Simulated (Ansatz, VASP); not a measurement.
# Ag2Sb in VASP and in Ansatz

```
Ag Sb
1.0
     4.89809    0.00000    0.00000
    -2.44904    4.24187    0.00000
     0.00000    0.00000    3.10902
Ag Sb
2 1
Direct
  0.33333 0.66667 0.50000
  0.66667 0.33333 0.50000
  0.00000 0.00000 0.00000
```

Alike in both runs: functional PBE; k mesh 12 × 12 × 16; occupations gaussian, width 0.1 eV; no spin polarisation.

Ansatz relaxed the structure, and its values are those at the end. VASP's run is a single point on that final structure, the one shown.

```csv
,VASP,Ansatz
version,VASP 6.6.1,Ansatz 0.2.0
potentials or method,"VASP PAW PBE potentials, release 64 (Ag, Sb), cutoff 520 eV","scalar-relativistic, plane waves, PAW"
valence electrons in the cell,27,53
```

Ansatz gave:

* gap on the k mesh at the Fermi level (eV): none
* pressure (GPa): 0.0

What did VASP give for the same quantities?

gap on the k mesh at the Fermi level (eV): none; pressure (GPa): -0.1.

A gap of «none» marks a metal or a gap that the smearing closes. With one functional, cell and mesh, what is left measures potentials, basis and numerics. VASP's potentials hold 27 valence electrons a cell and Ansatz's 53, so a difference there can come from the potentials and not from the codes.

Spin-orbit coupling is off throughout.
